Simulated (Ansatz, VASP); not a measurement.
Cd2BiO2: VASP beside Ansatz

```xyz
5
Lattice="4.3752 0.0000 0.0000 -2.1876 3.7890 0.0000 0.0000 0.0000 7.1825" Properties=species:S:1:pos:R:3 pbc="T T T"
Cd    0.0000    2.5260    3.5913
Cd    2.1876    1.2630    3.5913
Bi    0.0000    0.0000    0.0000
O     0.0000    0.0000    4.9185
O     0.0000    0.0000    2.2640
```

Alike in both runs: functional PBE; k mesh 12 × 12 × 6; occupations gaussian, width 0.1 eV; no spin polarisation.

Ansatz relaxed the structure, and its values are those at the end. VASP's run is a single point on that final structure, the one shown.

```csv
,VASP,Ansatz
version,VASP 6.6.1,Ansatz 0.2.0
potentials or method,"VASP PAW PBE potentials, release 64 (Cd, Bi_d, O), cutoff 520 eV","scalar-relativistic, plane waves, PAW"
valence electrons in the cell,51,67
```

|  | VASP | Ansatz | Ansatz less VASP |
| --- | --- | --- | --- |
| gap on the k mesh at the Fermi level (eV) | none | none | - |
| pressure (GPa) | 0.4 | 0.0 | -0.41 |
| rms of the force components (eV/Å) | 0.007 | 0.000 | -0.0064 |

A gap of «none» marks a metal or a gap that the smearing closes. VASP's potentials hold 51 valence electrons a cell and Ansatz's 67, so a difference there can come from the potentials and not from the codes.

Spin-orbit coupling is off throughout.
